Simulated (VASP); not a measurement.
## BaO: single point with PBEsol

Crystal: BaO.

```xyz
2
Lattice="0.0000 2.7175 2.7175 2.7175 0.0000 2.7175 2.7175 2.7175 0.0000" Properties=species:S:1:pos:R:3 pbc="T T T"
Ba    0.0000    0.0000    0.0000
O     2.7175    2.7175    2.7175
```

* Program: VASP 6.6.1
* Task: single point
* Functional: PBEsol
* Potentials or basis: VASP PAW PBE potentials, release 64 (Ba_sv, O)
* Cutoff: 600 eV
* k mesh: 4 × 4 × 4
* Occupations: gaussian, width 0.01 eV
* Spin: no spin polarisation

```yaml
Pressure: 4.7 GPa
Band_gap_on_the_k_mesh: 1.64 eV
```

Levels at points of the mesh, in eV from the valence-band top:
```
           k point  band 4  band 5  band 6  band 7  band 8  band 9  band 10  band 11  band 12  band 13
(0.00, 0.00, 0.00)  -10.25  -10.25   -0.52   -0.52   -0.52    3.59     4.57     4.57     4.57     7.00
(0.50, 0.00, 0.00)  -10.39  -10.39   -2.31   -1.79   -1.79    4.89     7.29     7.29     8.29    10.94
(0.50, 0.50, 0.00)  -10.96  -10.96   -0.25   -0.25    0.00    1.64     6.13     9.13     9.55    10.11
```

Run time: 7.6 s on 1 thread of Intel(R) Xeon(R) Platinum 8259CL CPU @ 2.50GHz (Skylake/Cascade Lake), with other jobs on the host, peak memory 0.17 GiB.

Caveat: the k points lie up to 0.50 Å⁻¹ apart; the PAW data sets were made with another functional, which shifts forces and pressure a little; spin-orbit coupling is left out, which moves the levels of the heavy elements. A k mesh can miss the band edges.
